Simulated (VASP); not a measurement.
A run of VASP 6.6.1 is set up as follows.

The input INCAR:

```
SYSTEM = Al2Ru
PREC     = Accurate       ! precision mode
ENCUT    = 600            ! plane-wave cutoff, eV
EDIFF    = 1E-6           ! SCF threshold, eV
ISMEAR   = 0              ! smearing method
SIGMA    = 0.01           ! smearing width, eV
LREAL    = .False.        ! projectors in reciprocal space
LASPH    = .True.         ! aspherical terms in the spheres
NELM     = 80             ! most SCF steps
ALGO     = Normal         ! electronic algorithm
ISIF     = 3              ! what is computed and relaxed
LWAVE    = .False.        ! write WAVECAR
LCHARG   = .False.        ! write CHGCAR
GGA      = PS             ! functional
IBRION   = 2              ! ionic algorithm
NSW      = 70             ! ionic steps
EDIFFG   = -0.008         ! ionic threshold
PSTRESS  = 600.0
```

KPOINTS

```
regular mesh
0
Gamma
  10 10 10
  0 0 0
```

POSCAR

```
Al2Ru
1.0
    0.0000000000      3.6997340925      4.1126632226
    2.1955510569      0.0000000000      4.1126632226
    2.1955510569      3.6997340925      0.0000000000
Al Ru
4 2
Direct
    0.0804979299      0.4195020701      0.0804979299
    0.4195020701      0.0804979299      0.4195020701
    0.1695020701      0.8304979299      0.1695020701
    0.8304979299      0.1695020701      0.8304979299
    0.7500000000      0.7500000000      0.7500000000
    0.5000000000      0.5000000000      0.5000000000
```

Potentials or basis: VASP PAW PBE potentials, release 64 (Al, Ru_pv).

Launch:

```bash
$ cat potpaw_PBE.64/Al/POTCAR potpaw_PBE.64/Ru_pv/POTCAR > POTCAR
$ mpirun -np 1 vasp_std > vasp.out
```

Q: Predict the space group after relaxing (to 0.1 Å).

A: Fddd (No. 70).

Q: Estimate the relaxed cell.

A: a = 5.522 Å, b = 4.664 Å, c = 4.287 Å, α = 76.06°, β = 55.05°, γ = 48.89°.

Q: Estimate the relaxed volume.

A: 11.09 Å³/atom.

Final structure:
```
CELL_PARAMETERS angstrom
0.00000 3.68291 4.11496
2.19497 0.00000 4.11496
2.19497 3.68291 0.00000
ATOMIC_POSITIONS crystal
Al 0.08139 0.41861 0.08139
Al 0.41861 0.08139 0.41861
Al 0.16861 0.83139 0.16861
Al 0.83139 0.16861 0.83139
Ru 0.75000 0.75000 0.75000
Ru 0.50000 0.50000 0.50000
```

Caveat: the cell is relaxed towards a set pressure, so the run minimises the enthalpy, not the energy; the PAW data sets were made with another functional, which shifts forces and pressure a little.
